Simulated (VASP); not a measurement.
# Cd (P6_3/mmc) in VASP: a series of runs

Runs on Cd. Level: PBEsol. Tasks: single point, relaxation of cell and atoms.

Program: VASP 6.6.1. These are calculated values, not measurements. Logs are shortened: lines on timing, memory, paths and dates and some standing lists are left out, and cuts for length are marked.

## Step 1: The cell of the first run

The structure is hexagonal, space group P6_3/mmc (No. 194). Conventional cell: a = 2.962 Å, b = 2.962 Å, c = 5.509 Å, α = 90.00°, β = 90.00°, γ = 120.00°. Cd (site symmetry -6m2) has 12 Cd at 2.96 to 3.24 Å within 3.9 Å.

## Step 2: Single point, PBEsol

File INCAR:

```
SYSTEM = Cd
ALGO = Normal
EDIFF = 1E-6
ENCUT = 520
GGA = PS
ISIF = 2
ISMEAR = 0
LASPH = .True.
LCHARG = .False.
LREAL = .False.
LWAVE = .False.
NBANDS = 19
NELM = 80
PREC = Accurate
SIGMA = 0.1
```

File KPOINTS:

```
k-points
0
Gamma
  10 10 5
  0 0 0
```

File POSCAR:

```
Cd
1.0
    2.9621476032      0.0000000000      0.0000000000
   -1.4810738016      2.5652950741      0.0000000000
    0.0000000000      0.0000000000      5.5093282267
Cd
2
Direct
    0.3333333333      0.6666666667      0.2500000000
    0.6666666667      0.3333333333      0.7500000000
```

Potentials or basis: VASP PAW PBE potentials, release 64 (Cd).

Started as:

```console
$ cat potpaw_PBE.64/Cd/POTCAR > POTCAR
$ mpirun -np 1 vasp_std > vasp.out
```

OUTCAR:

```text
SYSTEM = Cd
   EDIFF = 1E-6
   ENCUT = 520
   GGA = PS
   ISIF = 2
   ISMEAR = 0
   LASPH = .True.
   LREAL = .False.
   NELM = 80
   PREC = Accurate

 ion  position               nearest neighbor table
   1  0.333  0.667  0.250-   2 3.24   2 3.24   2 3.24   2 3.24   2 3.24   2 3.24
   2  0.667  0.333  0.750-   1 3.24   1 3.24   1 3.24   1 3.24   1 3.24   1 3.24

  LATTYP: Found a hexagonal cell.
 ALAT       =     2.9621476032
 C/A-ratio  =     1.8599100939

  Lattice vectors:

 A1 = (   2.9621476032,   0.0000000000,   0.0000000000)
 A2 = (  -1.4810738016,   2.5652950741,   0.0000000000)
 A3 = (   0.0000000000,   0.0000000000,   5.5093282267)

Analysis of symmetry for initial positions (statically):
=====================================================================
 Subroutine PRICEL returns:
 Original cell was already a primitive cell.

 Routine SETGRP: Setting up the symmetry group for a
 hexagonal supercell.

 Subroutine GETGRP returns: Found 24 space group operations
 (whereof 12 operations were pure point group operations)
 out of a pool of 24 trial point group operations.

The static configuration has the point symmetry D_3d.
 The point group associated with its full space group is D_6h.

Analysis of symmetry for dynamics (positions and initial velocities):
=====================================================================
 Subroutine PRICEL returns:
 Original cell was already a primitive cell.

 Routine SETGRP: Setting up the symmetry group for a
 hexagonal supercell.

 Subroutine GETGRP returns: Found 24 space group operations
 (whereof 12 operations were pure point group operations)
 out of a pool of 24 trial point group operations.

The dynamic configuration has the point symmetry D_3d.
 The point group associated with its full space group is D_6h.

 Subroutine INISYM returns: Found 24 space group operations
 (whereof 12 operations are pure point group operations),
 and found     1 'primitive' translations

----------------------------------------------------------------------------------------

                                     Primitive cell

  volume of cell :      41.8642

  direct lattice vectors                    reciprocal lattice vectors
     2.962147603  0.000000000  0.000000000     0.337592900  0.194909352  0.000000000
    -1.481073802  2.565295074  0.000000000     0.000000000  0.389818704  0.000000000
     0.000000000  0.000000000  5.509328227     0.000000000  0.000000000  0.181510333

  length of vectors
     2.962147603  2.962147603  5.509328227     0.389818704  0.389818704  0.181510333

  position of ions in fractional coordinates (direct lattice)
     0.333333333  0.666666667  0.250000000
     0.666666667  0.333333333  0.750000000

  ion indices of the primitive-cell ions
   primitive index   ion index
                 1           1
                 2           2

----------------------------------------------------------------------------------------

 KPOINTS: k-points

Automatic generation of k-mesh.
 Grid dimensions read from file:
 generate k-points for:   10   10    5

 Generating k-lattice:

  Cartesian coordinates                     Fractional coordinates (reciprocal lattice)
     0.033759290  0.019490935  0.000000000     0.100000000  0.000000000  0.000000000
     0.000000000  0.038981870  0.000000000     0.000000000  0.100000000  0.000000000
     0.000000000  0.000000000  0.036302067     0.000000000  0.000000000  0.200000000

  Length of vectors
     0.038981870  0.038981870  0.036302067

  Shift w.r.t. Gamma in fractional coordinates (k-lattice)
     0.000000000  0.000000000  0.000000000

 Subroutine IBZKPT returns following result:
 ===========================================

 Found     42 irreducible k-points:

 Following reciprocal coordinates:
            Coordinates               Weight
  0.000000  0.000000  0.000000      1.000000
  0.100000  0.000000  0.000000      6.000000
  0.200000  0.000000  0.000000      6.000000
  0.300000  0.000000  0.000000      6.000000
  0.400000  0.000000  0.000000      6.000000
  0.500000  0.000000  0.000000      3.000000
[... 16 lines left out ...]
  0.300000  0.100000  0.200000     24.000000
  0.400000  0.100000  0.200000     24.000000
 [... further k-points ...]
   k-points           NKPTS =     42   k-points in BZ     NKDIM =     42   number of bands    NBANDS=     19
   number of dos      NEDOS =    301   number of ions     NIONS =      2
   total plane-waves  NPLWV =  24192
   dimension x,y,z NGX =    24 NGY =   24 NGZ =   42
   dimension x,y,z NGXF=    48 NGYF=   48 NGZF=   84
   ions per type =               2
   NGX,Y,Z   is equivalent  to a cutoff of  13.47, 13.47, 12.67 a.u.
   NGXF,Y,Z  is equivalent  to a cutoff of  26.94, 26.94, 25.35 a.u.
 SYSTEM =  Cd
   PREC   = accura    normal or accurate (medium, high low for compatibility)
   ISTART =      0    job   : 0-new  1-cont  2-samecut
   ICHARG =      2    charge: 1-file 2-atom 10-const
   ISPIN  =      1    spin polarized calculation?
   LNONCOLLINEAR =      F non collinear calculations
   LSORBIT =      F    spin-orbit coupling
   LASPH  =      T    aspherical Exc in radial PAW
   ENCUT  =  520.0 eV  38.22 Ry    6.18 a.u.   5.51  5.51 10.24*2*pi/ulx,y,z
   NELM   =     80;   NELMIN=  2; NELMDL= -5     # of ELM steps
   EDIFF  = 0.1E-05   stopping-criterion for ELM
   LREAL  =      F    real-space projection
   EDIFFG = 0.1E-04   stopping-criterion for IOM
   NSW    =      0    number of steps for IOM
   IBRION =     -1    ionic relax: 0-MD 1-quasi-New 2-CG
   NFREE  =      0    steps in history (QN), initial steepest desc. (CG)
   ISIF   =      2    stress and relaxation
   ISYM   =      2    0-nonsym 1-usesym 2-fastsym
   POTIM  = 0.5000    time-step for ionic-motion
   TEBEG  =    0.0;   TEEND  =   0.0 temperature during run
   PSTRESS=    0.0 pullay stress
   NELECT =      24.0000    total number of electrons
   NUPDOWN=      -1.0000    fix difference up-down
   EMIN   =  10.00;   EMAX   =-10.00  energy-range for DOS
   EFERMI =   0.00;   METHOD = LEGACY
   ISMEAR =     0;   SIGMA  =   0.10  broadening in eV -4-tet -1-fermi 0-gaus
   EFERMI_NEDOS =   21; number of points for ismear=-14 and -15
   IALGO  =     38    algorithm
   IMIX   =      4    mixing-type and parameters
     AMIX     =   0.40;   BMIX     =  1.00
     AMIX_MAG =   1.60;   BMIX_MAG =  1.00
  volume/ion in A,a.u.               =      20.93       141.26
  Fermi-wavevector in a.u.,A,eV,Ry     =   1.359975  2.569981 25.164422  1.849533
  Thomas-Fermi vector in A             =   2.486677
   LORBIT       =      0    0 simple, 1 ext, 2 COOP (PROOUT), +10 PAW based schemes
   GGA     = PS    functional components
   LHFCALC =     F    Hartree Fock is set to
   AEXX    =    0.0000 exact exchange contribution
   IVDW    =     0    specifies the selected vdW correction
   LEPSILON=     F    determine dielectric tensor
   LRPA    =     F    only Hartree local field effects (RPA)
 non-spin polarized calculation
 Gauss-broadening in eV      SIGMA  =   0.10
  energy-cutoff  :      520.00
  volume of cell :       41.86
 maximum number of plane-waves:      1149
 NGX is ok and might be reduce to    24
   NGX = 11   NGY = 11   NGZ = 21

 number of electron      24.0000006 magnetization

 Free energy of the ion-electron system (eV)
  ---------------------------------------------------
  ext. energy  EPLUGINS =         0.00000000
  ---------------------------------------------------
  free energy    TOTEN  =        -2.41463103 eV

  energy without entropy =       -2.41322532  energy(sigma->0) =       -2.41392818

 E-fermi :   2.9041     XC(G=0): -11.3780

 val. band max:        2.8749453687   @ k =   0.3000   0.0000   0.0000
 cond. band min:       3.0279448453   @ k =   0.4000   0.0000   0.0000
 fundamental gap:      0.1529994767
 Fermi energy:         2.9040539629

 k-point     1 :       0.0000    0.0000    0.0000
  band No.  band energies     occupation
      1      -6.9402      2.00000
      2      -6.6357      2.00000
      3      -6.2480      2.00000
      4      -6.2480      2.00000
      5      -6.1884      2.00000
      6      -6.1884      2.00000
[... 11 lines left out ...]
     18      18.5386      0.00000
     19      18.8234      0.00000

 k-point     2 :       0.1000    0.0000    0.0000
  band No.  band energies     occupation
      1      -6.8376      2.00000
      2      -6.5354      2.00000
      3      -6.2877      2.00000
      4      -6.2237      2.00000
      5      -6.1525      2.00000
      6      -6.0967      2.00000
[... 11 lines left out ...]
     18      18.4034      0.00000
     19      19.3164      0.00000

 k-point     3 :       0.2000    0.0000    0.0000
  band No.  band energies     occupation
      1      -6.7324      2.00000
      2      -6.4559      2.00000
      3      -6.3574      2.00000
      4      -6.1270      2.00000
      5      -6.0595      2.00000
      6      -5.8943      2.00000
[... 11 lines left out ...]
     18      16.3309      0.00000
     19      16.6322      0.00000

 k-point     4 :       0.3000    0.0000    0.0000
  band No.  band energies     occupation
      1      -6.8682      2.00000
      2      -6.6371      2.00000
      3      -6.3924      2.00000
      4      -6.1332      2.00000
      5      -5.9852      2.00000
      6      -5.9214      2.00000
[... 11 lines left out ...]
     18      16.1697      0.00000
     19      17.2091      0.00000

 k-point     5 :       0.4000    0.0000    0.0000
  band No.  band energies     occupation
      1      -7.0168      2.00000
      2      -6.7928      2.00000
      3      -6.6300      2.00000
      4      -6.1225      2.00000
      5      -5.9909      2.00000
      6      -5.9646      2.00000
[... 11 lines left out ...]
     18      15.9288      0.00000
     19      16.5247      0.00000

 k-point     6 :       0.5000    0.0000    0.0000
  band No.  band energies     occupation
      1      -7.0752      2.00000
      2      -6.8517      2.00000
      3      -6.7137      2.00000
      4      -6.1730      2.00000
      5      -6.0166      2.00000
      6      -5.9024      2.00000
[... 11 lines left out ...]
     18      15.8512      0.00000
     19      16.0959      0.00000

 k-point     7 :       0.1000    0.1000    0.0000
  band No.  band energies     occupation
      1      -6.6818      2.00000
      2      -6.4696      2.00000
      3      -6.2913      2.00000
      4      -6.2735      2.00000
      5      -6.0097      2.00000
      6      -5.9463      2.00000
[... 11 lines left out ...]
     18      17.7625      0.00000
     19      17.8016      0.00000

 k-point     8 :       0.2000    0.1000    0.0000
  band No.  band energies     occupation
      1      -6.6810      2.00000
      2      -6.4582      2.00000
      3      -6.3079      2.00000
      4      -6.2415      2.00000
      5      -6.0718      2.00000
      6      -6.0251      2.00000
[... 256 lines left out ...]
 k-point    20 :       0.5000    0.0000    0.2000
  band No.  band energies     occupation
      1      -7.0474      2.00000
      2      -6.8979      2.00000
      3      -6.7041      2.00000
      4      -6.3386      2.00000
      5      -5.9657      2.00000
      6      -5.7804      2.00000
[... 11 lines left out ...]
     18      15.2272      0.00000
     19      15.8972      0.00000

 k-point    21 :       0.1000    0.1000    0.2000
  band No.  band energies     occupation
      1      -6.6539      2.00000
      2      -6.4614      2.00000
      3      -6.3325      2.00000
      4      -6.2942      2.00000
      5      -6.0626      2.00000
      6      -5.9649      2.00000
[... 11 lines left out ...]
     18      16.1397      0.00000
     19      18.8878      0.00000

 k-point    22 :       0.2000    0.1000    0.2000
  band No.  band energies     occupation
      1      -6.6590      2.00000
      2      -6.4781      2.00000
      3      -6.3601      2.00000
      4      -6.2440      2.00000
      5      -6.1374      2.00000
      6      -5.9653      2.00000
[... 11 lines left out ...]
     18      14.7543      0.00000
     19      16.8556      0.00000

 k-point    23 :       0.3000    0.1000    0.2000
  band No.  band energies     occupation
      1      -6.8214      2.00000
      2      -6.6665      2.00000
      3      -6.5147      2.00000
      4      -6.2719      2.00000
      5      -6.0126      2.00000
      6      -5.8881      2.00000
[... 11 lines left out ...]
     18      13.7242      0.00000
     19      15.9664      0.00000

 k-point    24 :       0.4000    0.1000    0.2000
  band No.  band energies     occupation
      1      -6.9265      2.00000
      2      -6.7901      2.00000
      3      -6.6338      2.00000
      4      -6.3190      2.00000
      5      -6.0327      2.00000
      6      -5.7793      2.00000
[... 11 lines left out ...]
     18      13.1531      0.00000
     19      16.5642      0.00000

 [... further k-points ...]

------------------------ aborting loop because EDIFF is reached ----------------------------------------

  FORCE on cell =-STRESS in cart. coord.  units (eV):
  Direction    XX          YY          ZZ          XY          YZ          ZX
  --------------------------------------------------------------------------------------
  -------------------------------------------------------------------------------------
  Total        0.1184480      0.1184480      0.0642237     -0.0000000      0.0000000      0.0000000
  in kB        4.5331026      4.5331026      2.4578957     -0.0000000      0.0000000      0.0000000
  external PRESSURE =       3.8413670 kB  Pullay stress =       0.0000000 kB

 VOLUME and BASIS-vectors are now :
 -----------------------------------------------------------------------------
  energy-cutoff  :      520.00
  volume of cell :       41.86
      direct lattice vectors                 reciprocal lattice vectors
     2.962147603  0.000000000  0.000000000     0.337592900  0.194909352  0.000000000
    -1.481073802  2.565295074  0.000000000     0.000000000  0.389818704  0.000000000
     0.000000000  0.000000000  5.509328227     0.000000000  0.000000000  0.181510333

 POSITION                                       TOTAL-FORCE (eV/Angst)
 -----------------------------------------------------------------------------------
     -0.00000      1.71020      1.37733         0.000000     -0.000000     -0.000000
      1.48107      0.85510      4.13200        -0.000000      0.000000      0.000000
 -----------------------------------------------------------------------------------
    total drift:                               -0.000000      0.000000      0.000000

  FREE ENERGIE OF THE ION-ELECTRON SYSTEM (eV)
  ---------------------------------------------------
  free  energy   TOTEN  =        -2.4146310343 eV

  energy  without entropy=       -2.4132253186  energy(sigma->0) =       -2.41392818
```

It took 9.2 s on 1 thread of Intel Xeon 6975P-C (Granite Rapids), shared host; peak memory 0.17 GiB.

Results:

- Free energy: -2.4146 eV
- Pressure: 0.4 GPa
- Band gap on the k mesh: zero (band 12 reaches 4.02 eV, above the bottom of band 13 at 0.15 eV)

Stress tensor (GPa, compression positive):
```
0.45 0.00 0.00
0.00 0.45 0.00
0.00 0.00 0.25
```

Caveat: the PAW data sets were made with another functional, which shifts forces and pressure a little.

## Step 3: Relaxation of cell and atoms, PBEsol

This run uses another cell than the first one, of 21.59 Å³/atom, 1.031 times its volume.

File INCAR:

```
PREC = Accurate
ENCUT = 600
EDIFF = 1E-6
ISMEAR = 0
SIGMA = 0.1
LREAL = False
LASPH = True
NELM = 80
ALGO = Normal
ISIF = 3
LWAVE = False
LCHARG = False
GGA = PS
IBRION = 2
NSW = 80
EDIFFG = -0.02
```

File KPOINTS:

```
Automatic mesh
0
Gamma
  10 10 5
```

File POSCAR:

```
Cd
1.0
    2.9788700000      0.0000000000      0.0000000000
   -1.4894350000      2.5797770900      0.0000000000
    0.0000000000      0.0000000000      5.6176500000
Cd
2
Direct
    0.3333333333      0.6666666667      0.2500000000
    0.6666666667      0.3333333333      0.7500000000
```

Potentials or basis: VASP PAW PBE potentials, release 64 (Cd).

Started as:

```console
$ cat potpaw_PBE.64/Cd/POTCAR > POTCAR
$ mpirun -np 1 vasp_std > vasp.out
```

Wall time 26 s (1 thread of Intel Xeon 6975P-C (Granite Rapids), shared host); peak memory 0.18 GiB.

It converged, with:

| Property | Result |
| --- | --- |
| Free energy | -2.4156 eV |
| Relaxed volume | 21.01 Å³/atom |
| Relaxed cell | a = 2.965 Å, b = 2.965 Å, c = 5.518 Å, α = 90.00°, β = 90.00°, γ = 120.00° |
| Space group after relaxing (to 0.05 Å) | P6_3/mmc (No. 194) |
| Energy gained by relaxing | 3.0 meV/atom |
| Ionic steps | 5 |
| Pressure after relaxing | 0.0 GPa |
| Band gap on the k mesh | zero (band 12 reaches 3.99 eV, above the bottom of band 13 at 0.11 eV) |

Stress tensor (GPa, compression positive):
```
 0.10  0.00  0.00
 0.00  0.10  0.00
 0.00  0.00 -0.05
```

Step by step:
| step | energy change (eV) | largest force (eV/Å) | pressure (GPa) | volume (Å³) |
| --- | --- | --- | --- | --- |
| 1 | 0.0000 | 0.0000 | -1.35 | 43.17 |
| 2 | -0.0053 | 0.0000 | 0.13 | 42.05 |
| 3 | -0.0053 | 0.0000 | 0.11 | 42.04 |
| 4 | -0.0060 | 0.0000 | 0.18 | 42.03 |
| 5 | -0.0060 | 0.0000 | 0.05 | 42.03 |

Final structure:
```
CELL_PARAMETERS angstrom
2.96548 0.00000 0.00000
-1.48274 2.56818 0.00000
0.00000 0.00000 5.51845
ATOMIC_POSITIONS crystal
Cd 0.33333 0.66667 0.25000
Cd 0.66667 0.33333 0.75000
```

Levels at points of the mesh, in eV from the Fermi level:
| k point | band 9 | band 10 | band 11 | band 12 | band 13 | band 14 | band 15 | band 16 |
| --- | --- | --- | --- | --- | --- | --- | --- | --- |
| (0.00, 0.00, 0.00) | -8.61 | -8.32 | -8.32 | -3.04 | -2.76 | 11.17 | 14.56 | 15.02 |
| (0.50, 0.00, 0.00) | -8.06 | -8.03 | -2.37 | -1.82 | 2.20 | 3.14 | 3.47 | 5.45 |

Caveat: the PAW data sets were made with another functional, which shifts forces and pressure a little.
